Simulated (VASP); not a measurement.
A run of VASP 6.6.1 is set up as follows.

File INCAR:

```
SYSTEM = CuSi16
ALGO = Normal
EDIFF = 1E-6
EDIFFG = -0.03
ENCUT = 520
GGA = PE
IBRION = 2
ISIF = 2
ISMEAR = -1
ISPIN = 2
KPAR = 2
LASPH = .True.
LCHARG = .False.
LMAXMIX = 4
LORBIT = 11
LREAL = Auto
LWAVE = .False.
MAGMOM = 0 0 0 0 0 0 0 0 0 0 0 0 0 0 0 0 1
NELM = 150
NSW = 80
PREC = Accurate
SIGMA = 0.05
```

KPOINTS

```
k-points
0
Gamma
  2 2 2
  0 0 0
```

File POSCAR:

```
CuSi16
1.0
    0.0000000000      5.4300000000      5.4300000000
    5.4300000000      0.0000000000      5.4300000000
    5.4300000000      5.4300000000      0.0000000000
Si Cu
16 1
Direct
    0.0000000000      0.0000000000      0.0000000000
    0.1250000000      0.1250000000      0.1250000000
    0.0000000000      0.0000000000      0.5000000000
    0.1250000000      0.1250000000      0.6250000000
    0.0000000000      0.5000000000      0.0000000000
    0.1250000000      0.6250000000      0.1250000000
    0.0000000000      0.5000000000      0.5000000000
    0.1250000000      0.6250000000      0.6250000000
    0.5000000000      0.0000000000      0.0000000000
    0.6250000000      0.1250000000      0.1250000000
    0.5000000000      0.0000000000      0.5000000000
    0.6250000000      0.1250000000      0.6250000000
    0.5000000000      0.5000000000      0.0000000000
    0.6250000000      0.6250000000      0.1250000000
    0.5000000000      0.5000000000      0.5000000000
    0.6250000000      0.6250000000      0.6250000000
    0.8720477200      0.3794425800      0.3779214800
```

Potentials or basis: VASP PAW PBE potentials, release 64 (Si, Cu).

Run with:

```bash
$ cat potpaw_PBE.64/Si/POTCAR potpaw_PBE.64/Cu/POTCAR > POTCAR
$ mpirun -np 4 vasp_std > vasp.out
```

(1) What does it give for the net moment?

(2) Estimate the energy gained by relaxing.

Answers

(1) 0.00 μB per cell.

(2) 4.0 meV/atom.

Caveat: the k points lie up to 0.50 Å⁻¹ apart.
